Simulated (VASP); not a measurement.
Set up this calculation in VASP 6.6.1, as the native input.

* Task: single point
* Functional: PBE
* Potentials or basis: VASP PAW PBE potentials, release 64 (Li_sv, Rh_pv, N)
* Cutoff: 880 eV
* k mesh: 6 × 2 × 1, shifted
* Occupations: gaussian, width 0.1 eV
* Spin: no spin polarisation
* Dipole correction: no
* Further INCAR settings: ALGO = Normal; EDIFF = 1e-06; NBANDS = 24; ISYM = -1

The structure of Li2RhN2 lies in POSCAR:

```
Li2RhN2
1.0
    3.5778870126      0.0000000000      0.0000000000
   -1.7889435063      3.0985410448      0.0000000000
    0.0000000000      0.0000000000      5.6375736776
Li Rh N
2 1 2
Direct
    0.6666666667      0.3333333333      0.3544900000
    0.3333333333      0.6666666667      0.6455100000
    0.0000000000      0.0000000000      0.0000000000
    0.6666666667      0.3333333333      0.7906920000
    0.3333333333      0.6666666667      0.2093080000
```

The input as run:

INCAR

```
SYSTEM = Li2RhN2
ALGO = Normal ; EDIFF = 1E-6
ENCUT = 880 ; GGA = PE
GGA_COMPAT = .False. ; ISIF = 2
ISMEAR = 0 ; ISYM = -1
LASPH = .True. ; LCHARG = .False.
LREAL = .False. ; LWAVE = .False.
NBANDS = 24 ; NELM = 120
PREC = Accurate ; SIGMA = 0.1
```

KPOINTS

```
explicit points
12
Reciprocal
  0.04166667   0.12500000   0.25000000 1
  0.04166667   0.62500000   0.25000000 1
  0.20833333   0.12500000   0.25000000 1
  0.20833333   0.62500000   0.25000000 1
  0.37500000   0.12500000   0.25000000 1
  0.37500000   0.62500000   0.25000000 1
  0.54166667   0.12500000   0.25000000 1
  0.54166667   0.62500000   0.25000000 1
  0.70833333   0.12500000   0.25000000 1
  0.70833333   0.62500000   0.25000000 1
  0.87500000   0.12500000   0.25000000 1
  0.87500000   0.62500000   0.25000000 1
```

Potentials or basis: VASP PAW PBE potentials, release 64 (Li_sv, Rh_pv, N).

Launch:

```bash
$ cat potpaw_PBE.64/Li_sv/POTCAR potpaw_PBE.64/Rh_pv/POTCAR potpaw_PBE.64/N/POTCAR > POTCAR
$ mpirun -np 1 vasp_std > vasp.out
```

It gave:

* Pressure: -26.5 GPa
* Largest force: 1.074 eV/Å
* Band gap on the k mesh: zero (an odd number of electrons rules out a gap without spin polarisation)

Caveat: the stress differs along the axes, from -29 to -22 GPa; forces of over 1 eV/Å act on the atoms, so gaps and moduli don't describe the material at rest.

Run time: 35 s on 1 thread of AMD EPYC 7R13 Processor (Zen 3), on a shared host, peak memory 0.22 GiB.
